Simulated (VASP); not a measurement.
Write the native input for VASP 6.6.1 that does the following.

* Task: G0W0 quasiparticle levels
* Functional: LDA
* Potentials or basis: VASP PAW LDA potentials, release 64 (B_GW, N_GW)
* Cutoff: 500 eV
* k mesh: 4 × 4 × 4
* Occupations: gaussian, width 0.01 eV
* Spin: no spin polarisation
* Dipole correction: no
* GW scheme: G0W0
* GW iterations: 1
* Cutoff of the response function: 60
* Frequency points: 48
* Empty bands: 30
* Further INCAR settings: ALGO = EVGW0; EDIFF = 1e-08; NBANDS = 34

Crystal: BN.

```
B N
1.0
     0.00000    1.74583    1.74583
     1.74583    0.00000    1.74583
     1.74583    1.74583    0.00000
B N
1 1
Direct
  0.00000 0.00000 0.00000
  0.50000 0.50000 0.50000
```

One way to write it, as run:

POSCAR

```
BN
1.0
    0.0000000000      1.7458259350      1.7458259350
    1.7458259350      0.0000000000      1.7458259350
    1.7458259350      1.7458259350      0.0000000000
B N
1 1
Direct
    0.0000000000      0.0000000000      0.0000000000
    0.5000000000      0.5000000000      0.5000000000
```

INCAR.step1

```
SYSTEM = BN
ALGO = Normal
EDIFF = 1E-8
ENCUT = 500
GGA = CA
ISMEAR = 0
LASPH = .True.
LCHARG = .False.
LREAL = .False.
LWAVE = .True.
NELM = 80
PREC = Accurate
SIGMA = 0.01
```

INCAR.step2

```
SYSTEM = BN
ALGO = Exact
EDIFF = 1E-8
ENCUT = 500
GGA = CA
ISMEAR = 0
ISTART = 1
LASPH = .True.
LCHARG = .False.
LOPTICS = .True.
LREAL = .False.
LWAVE = .True.
NBANDS = 34
NELM = 1
PREC = Accurate
SIGMA = 0.01
```

INCAR.step3

```
SYSTEM = BN
ALGO = EVGW0
EDIFF = 1E-8
ENCUT = 500
ENCUTGW = 60
GGA = CA
ISMEAR = 0
ISTART = 1
LASPH = .True.
LCHARG = .False.
LREAL = .False.
LWAVE = .False.
NBANDS = 34
NBANDSGW = 12
NELMGW = 1
NOMEGA = 48
PREC = Accurate
PRECFOCK = Fast
SIGMA = 0.01
```

KPOINTS

```
k-points
0
Gamma
  4 4 4
  0 0 0
```

Potentials or basis: VASP PAW LDA potentials, release 64 (B_GW, N_GW).

Run with:

```sh
$ cat potpaw_LDA.64/B_GW/POTCAR potpaw_LDA.64/N_GW/POTCAR > POTCAR
$ cp INCAR.step1 INCAR
$ mpirun -np 1 vasp_std > vasp.out
$ cp INCAR.step2 INCAR
$ mpirun -np 1 vasp_std > vasp.out
$ cp INCAR.step3 INCAR
$ mpirun -np 1 vasp_std > vasp.out
```

Results of the run:

The band gap on the k mesh, mean-field level is 1.96 eV, indirect (least direct gap 5.62 eV). The quasiparticle gap is 2.18 eV and the least direct quasiparticle gap is 6.55 eV.

Caveat: the k points lie up to 0.78 Å⁻¹ apart; bands, screening cutoff and mesh are small and nothing is extrapolated, so the quasiparticle values aren't converged.

It took 11 s on 1 thread of Intel Xeon 8259CL, with other jobs on the host, peak memory 0.12 GiB.
